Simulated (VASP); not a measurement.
A run of VASP 6.6.1 is set up as follows.

File INCAR:

```
  PREC = Accurate
  ENCUT = 600
  EDIFF = 1E-6
  ISMEAR = 0
  SIGMA = 0.1
  LREAL = False
  LASPH = True
  NELM = 60
  ALGO = Normal
  ISIF = 3
  LWAVE = False
  LCHARG = False
  GGA = PE
  IBRION = 2
  NSW = 90
  EDIFFG = -0.04
```

KPOINTS

```
Automatic mesh
0
Gamma
  6 6 6
```

POSCAR

```
As
1.0
    4.0549186600      0.0000000000      0.0000000000
   -2.0274593300      3.5116625700      0.0000000000
    0.0000000000      0.0000000000      3.2485401500
As
2
Direct
    0.3333333300      0.6666666700      0.0000000000
    0.6666666700      0.3333333300      0.0000000000
```

Potentials or basis: VASP PAW PBE potentials, release 64 (As).

Launch:

```console
$ cat potpaw_PBE.64/As/POTCAR > POTCAR
$ mpirun -np 1 vasp_std > vasp.out
```

(1) Predict the space group after relaxing (to 0.05 Å).

(2) Estimate the band gap on the k mesh.

Answers

(1) P6/mmm (No. 191).

(2) zero (band 5 reaches 5.39 eV, above the bottom of band 6 at 1.88 eV).
